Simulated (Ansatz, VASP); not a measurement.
**One calculation of VGe, two programs**

INCAR

```
SYSTEM = VGe
PREC = Accurate
ENCUT = 500
EDIFF = 1E-6
ISMEAR = -1
SIGMA = 0.05
LREAL = .FALSE.
LASPH = .TRUE.
NELM = 120
ALGO = Normal
ISIF = 2
LWAVE = .FALSE.
LCHARG = .FALSE.
GGA = PE
NBANDS = 20
GGA_COMPAT = .FALSE.
```

Contents of KPOINTS:

```
regular mesh
0
G
  13 13 13
  0 0 0
```

POSCAR

```
VGe
1.0
    0.0000000000      2.6055852866      2.6055852866
    2.6055852866      0.0000000000      2.6055852866
    2.6055852866      2.6055852866      0.0000000000
V Ge
1 1
Direct
    0.0000000000      0.0000000000      0.0000000000
    0.2500000000      0.2500000000      0.2500000000
```

Input for Ansatz:

```yaml
crystal:
  lattice:
    - [0.0, 2.6055852866, 2.6055852866]
    - [2.6055852866, 0.0, 2.6055852866]
    - [2.6055852866, 2.6055852866, 0.0]
  atoms:
    - { symbol: V, position: [0.0, 0.0, 0.0] }
    - { symbol: Ge, position: [0.25, 0.25, 0.25] }
kpoints:
  mp_grid: { grid: [13, 13, 13] }
scf:
  occupations: { method: fermi_dirac, width: 0.05 }
hamiltonian:
  xc: pbe
  pseudopotentials: { kind: all_electron, lapw: { basis_error: 0.001 } }
output:
  forces: true
  stress: true
  eigenvalues: true
  populations: true
```

Change from the starting cell: volume scaled by 0.8, LAPW.

Alike in both runs: task single point; functional PBE; k mesh 13 × 13 × 13; occupations fermi-dirac, width 0.05 eV; no spin polarisation.

|  | VASP | Ansatz |
| --- | --- | --- |
| version | VASP 6.6.1 | Ansatz 0.2.0 |
| potentials or method | VASP PAW PBE potentials, release 64 (V_sv, Ge_d), cutoff 500 eV | all-electron LAPW, scalar-relativistic |

```tsv
	VASP	Ansatz	Ansatz less VASP
pressure (GPa)	26.1	26.2	+0.05
```

Ansatz ran all-electron here, and VASP with PAW potentials.
